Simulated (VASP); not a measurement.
# Si16B (a cell with a defect) in VASP: single point with PBE

Aim: the single point of Si16B (a cell with a defect) with PBE.

All numbers are computed with VASP 6.6.1; they aren't measurements. Logs are shortened: lines on timing, memory, paths and dates and some standing lists are left out, and cuts for length are marked.

## 1. The cell of the first run

The cell holds a defect, 17 atoms: a = 7.679 Å, b = 7.679 Å, c = 7.679 Å, α = 60.00°, β = 60.00°, γ = 60.00°.

## 2. Single point, PBE, collinear spin

File INCAR:

```
SYSTEM = Si16B
PREC     = Accurate       ! precision mode
ENCUT    = 520            ! plane-wave cutoff, eV
EDIFF    = 1E-6           ! SCF threshold, eV
ISMEAR   = -1             ! smearing method
SIGMA    = 0.05           ! smearing width, eV
LREAL    = Auto         
LASPH    = .TRUE.         ! aspherical terms in the spheres
NELM     = 150            ! most SCF steps
ALGO     = Normal         ! electronic algorithm
ISIF     = 2              ! what is computed and relaxed
LWAVE    = .FALSE.        ! write WAVECAR
LCHARG   = .FALSE.        ! write CHGCAR
ISPIN    = 2              ! spin polarisation
MAGMOM   = 0 0 0 0 0 0 0 0 0 0 0 0 0 0 0 0 1 ! initial moments
LORBIT   = 11             ! projections on sites
GGA      = PE             ! functional
NBANDS   = 52             ! bands
```

File KPOINTS:

```
Automatic mesh
0
G
  2 2 2
  0 0 0
```

File POSCAR:

```
Si16B
1.0
    0.0000000000      5.4300000000      5.4300000000
    5.4300000000      0.0000000000      5.4300000000
    5.4300000000      5.4300000000      0.0000000000
Si B
16 1
Direct
    0.0524033149     -0.0171546961      0.0508563536
    0.1500552486      0.2381399632      0.1526519337
    0.0310497238      0.0740515654      0.4960405157
    0.1553130755      0.1257366483      0.6721270718
    0.0456353591      0.5798710866     -0.1180847145
    0.2096961326      0.5800092081      0.1023480663
    0.0937569061      0.4892633517      0.4632044199
    0.2169981584      0.7249171271      0.4452302026
    0.5391068140     -0.0576519337      0.0336556169
    0.6479373849      0.0885267035      0.1411049724
    0.5142817680      0.0049815838      0.5082228361
    0.6578637201      0.1314364641      0.6167771639
    0.5944567219      0.4792265193     -0.0741620626
    0.7268968692      0.5542265193      0.1045395948
    0.5807274401      0.4757734807      0.4468600368
    0.6558563536      0.6487476980      0.5633885820
    0.2763167587      0.9152117864      0.1358379374
```

Potentials or basis: VASP PAW PBE potentials, release 64 (Si, B).

On the command line:

```
> cat potpaw_PBE.64/Si/POTCAR potpaw_PBE.64/B/POTCAR > POTCAR
> mpirun -np 1 vasp_std > vasp.out
```

OUTCAR:

```text
SYSTEM = Si16B
   PREC = Accurate
   ENCUT = 520
   EDIFF = 1E-6
   ISMEAR = -1
   LREAL = Auto
   LASPH = .TRUE.
   NELM = 150
   ISIF = 2
   ISPIN = 2
   LORBIT = 11
   GGA = PE

 ion  position               nearest neighbor table
   1  0.052  0.983  0.051-  17 1.88   4 2.38  10 2.58   6 2.59   2 2.93
   2  0.150  0.238  0.153-   3 2.19  17 2.21   5 2.44   6 2.69   9 2.73   1 2.93  14 3.00
   3  0.031  0.074  0.496-   2 2.19   4 2.26  12 2.40   8 2.46
   4  0.155  0.126  0.672-   3 2.26  11 2.28   7 2.36   1 2.38
   5  0.046  0.580  0.882-  14 2.22   2 2.44   6 2.57   8 2.75
   6  0.210  0.580  0.102-   7 2.28  13 2.43   5 2.57   1 2.59   2 2.69
   7  0.094  0.489  0.463-   6 2.28   8 2.35   4 2.36  16 2.76
   8  0.217  0.725  0.445-  17 2.02   7 2.35   3 2.46  15 2.48   5 2.75
   9  0.539  0.942  0.034-  17 1.85  10 2.28  14 2.47  12 2.64   2 2.73
  10  0.648  0.089  0.141-   9 2.28  11 2.32  13 2.53   1 2.58
  11  0.514  0.005  0.508-  16 2.27   4 2.28  10 2.32  12 2.38
  12  0.658  0.131  0.617-  15 2.19  11 2.38   3 2.40   9 2.64
  13  0.594  0.479  0.926-  16 2.31   6 2.43  14 2.45  10 2.53
  14  0.727  0.554  0.105-  15 2.16   5 2.22  13 2.45   9 2.47   2 3.00
  15  0.581  0.476  0.447-  14 2.16  12 2.19  16 2.32   8 2.48
  16  0.656  0.649  0.563-  11 2.27  13 2.31  15 2.32   7 2.76
  17  0.276  0.915  0.136-   9 1.85   1 1.88   8 2.02   2 2.21

  LATTYP: Found a face centered cubic cell.
 ALAT       =    10.8600000000

  Lattice vectors:

 A1 = (   0.0000000000,   5.4300000000,   5.4300000000)
 A2 = (   5.4300000000,   0.0000000000,   5.4300000000)
 A3 = (   5.4300000000,   5.4300000000,   0.0000000000)

Analysis of symmetry for initial positions (statically):
=====================================================================
 Subroutine PRICEL returns:
 Original cell was already a primitive cell.

 Routine SETGRP: Setting up the symmetry group for a
 face centered cubic supercell.

 Subroutine GETGRP returns: Found  1 space group operations
 (whereof  1 operations were pure point group operations)
 out of a pool of 48 trial point group operations.

The static configuration has the point symmetry C_1 .

Analysis of symmetry for dynamics (positions and initial velocities):
=====================================================================
 Subroutine PRICEL returns:
 Original cell was already a primitive cell.

 Routine SETGRP: Setting up the symmetry group for a
 face centered cubic supercell.

 Subroutine GETGRP returns: Found  1 space group operations
 (whereof  1 operations were pure point group operations)
 out of a pool of 48 trial point group operations.

The dynamic configuration has the point symmetry C_1 .

[... 171 lines left out ...]
  free energy    TOTEN  =       -85.82472356 eV

  energy without entropy =      -85.78324000  energy(sigma->0) =      -85.80398178

 E-fermi :   6.1590     XC(G=0):  -9.6285

 val. band max:        6.0702249310   @ k =   0.0000   0.0000   0.0000
 cond. band min:       6.1722755616   @ k =   0.0000   0.5000   0.0000
 fundamental gap:      0.1020506306
 Fermi energy:         6.1590302783

 spin component 1

 k-point     1 :       0.0000    0.0000    0.0000
  band No.  band energies     occupation
      1      -6.3837      1.00000
      2      -4.2609      1.00000
      3      -4.0320      1.00000
      4      -3.5935      1.00000
      5      -3.5673      1.00000
      6      -3.1089      1.00000
[... 373 lines left out ...]
     44       9.4461      0.00000
     45       9.9710      0.00000
 Fermi energy:         6.1590302783

 spin component 2

 k-point     1 :       0.0000    0.0000    0.0000
  band No.  band energies     occupation
      1      -6.3837      1.00000
      2      -4.2609      1.00000
      3      -4.0320      1.00000
      4      -3.5935      1.00000
      5      -3.5673      1.00000
      6      -3.1089      1.00000
[... 373 lines left out ...]
     44       9.4461      0.00000
     45       9.9710      0.00000
 [bands above 45 left out]

------------------------ aborting loop because EDIFF is reached ----------------------------------------

  FORCE on cell =-STRESS in cart. coord.  units (eV):
  Direction    XX          YY          ZZ          XY          YZ          ZX
  --------------------------------------------------------------------------------------
  -------------------------------------------------------------------------------------
  Total        6.3904690      3.6503763      8.9704037      4.8633275     -2.7344496     -4.3092085
  in kB       31.9752411     18.2649604     44.8841581     24.3340621    -13.6820453    -21.5614820
  external PRESSURE =      31.7081199 kB  Pullay stress =       0.0000000 kB

 VOLUME and BASIS-vectors are now :
 -----------------------------------------------------------------------------
  energy-cutoff  :      520.00
  volume of cell :      320.21
      direct lattice vectors                 reciprocal lattice vectors
     0.000000000  5.430000000  5.430000000    -0.092081031  0.092081031  0.092081031
     5.430000000  0.000000000  5.430000000     0.092081031 -0.092081031  0.092081031
     5.430000000  5.430000000  0.000000000     0.092081031  0.092081031 -0.092081031

 POSITION                                       TOTAL-FORCE (eV/Angst)
 -----------------------------------------------------------------------------------
      5.61300      0.56070      5.62140        -0.831393     -1.424060     -1.081181
      2.12200      1.64370      2.10790        -1.093559     -1.620044      1.540822
      3.09560      2.86210      0.57070         0.080450      0.323227     -2.313645
      4.33240      4.49300      1.52610         0.998097      0.221496      0.212797
      7.93750      5.03660      3.39650        -0.441170      1.808596      1.127106
      3.70520      1.69440      4.28810        -0.895408     -1.177197      0.463256
[... 9 lines left out ...]
      6.58190      6.62050      7.08400        -1.229838      2.058214      0.604121
      5.70720      2.23800      6.47000         1.225488     -0.499986     -0.987900
 -----------------------------------------------------------------------------------
    total drift:                               -0.000831     -0.004283      0.007471

  FREE ENERGIE OF THE ION-ELECTRON SYSTEM (eV)
  ---------------------------------------------------
  free  energy   TOTEN  =       -85.8247235586 eV

  energy  without entropy=      -85.7832399959  energy(sigma->0) =      -85.80398178

 total charge

# of ion       s       p       d       tot
------------------------------------------
    1        0.770   0.882   0.000   1.653
    2        0.792   0.848   0.000   1.640
    3        0.772   0.932   0.000   1.704
    4        0.758   0.958   0.000   1.716
    5        0.834   0.795   0.000   1.629
    6        0.769   0.853   0.000   1.622
[... 9 lines left out ...]
   16        0.754   0.920   0.000   1.673
   17        0.751   1.231   0.000   1.982
--------------------------------------------------
tot         13.036  15.691   0.000  28.726

 magnetization (x)

# of ion       s       p       d       tot
------------------------------------------
    1       -0.000  -0.000   0.000  -0.000
    2       -0.000  -0.000   0.000  -0.000
    3       -0.000  -0.000   0.000  -0.000
    4        0.000   0.000   0.000   0.000
    5        0.000   0.000   0.000   0.000
    6       -0.000  -0.000   0.000  -0.000
[... 9 lines left out ...]
   16        0.000   0.000   0.000   0.000
   17       -0.000  -0.000   0.000  -0.000
--------------------------------------------------
tot         -0.000  -0.000   0.000  -0.000
```

stdout:

```text
POSCAR found type information on POSCAR SiB
 POSCAR found :  2 types and      17 ions
 scaLAPACK will be used
 LDA part: xc-table for (Slater+PW92), standard interpolation
 POSCAR, INCAR and KPOINTS ok, starting setup
 FFT: planning ... GRIDC
 FFT: planning ... GRID_SOFT
 FFT: planning ... GRID
 WAVECAR not read
 entering main loop
```

It took 15 min on 1 thread of AMD EPYC 7R43 (Zen 3), shared host; peak memory 0.68 GiB.

Results:

| Property | Result |
| --- | --- |
| Free energy | -85.8247 eV |
| Pressure | 3.2 GPa |
| Largest force | 2.888 eV/Å |
| Net moment | 0.00 μB per cell |
| Valence electrons inside the program's atomic spheres | Si 1.65, 1.64, 1.70, 1.72, 1.63, 1.62, 1.69, 1.68, 1.75, 1.67 (each value once); B 1.98 |

Forces in eV/Å, atoms in the order of the input:
```
Si  -0.831 -1.424 -1.081
Si  -1.094 -1.620  1.541
Si   0.080  0.323 -2.314
Si   0.998  0.221  0.213
Si  -0.441  1.809  1.127
Si  -0.895 -1.177  0.463
Si   1.389 -0.947 -1.005
Si   0.026  0.942 -0.332
Si  -1.715 -0.341  2.157
Si   0.505  0.060  1.844
Si  -0.032  0.266  0.868
Si  -0.236  1.968 -1.783
Si   0.785  0.908 -1.402
Si  -1.324 -1.903  0.476
Si   2.789 -0.642 -0.389
Si  -1.230  2.058  0.604
B    1.225 -0.500 -0.988
```

Caveat: the k points lie up to 0.50 Å⁻¹ apart; the atoms stand as in a frame of molecular dynamics.
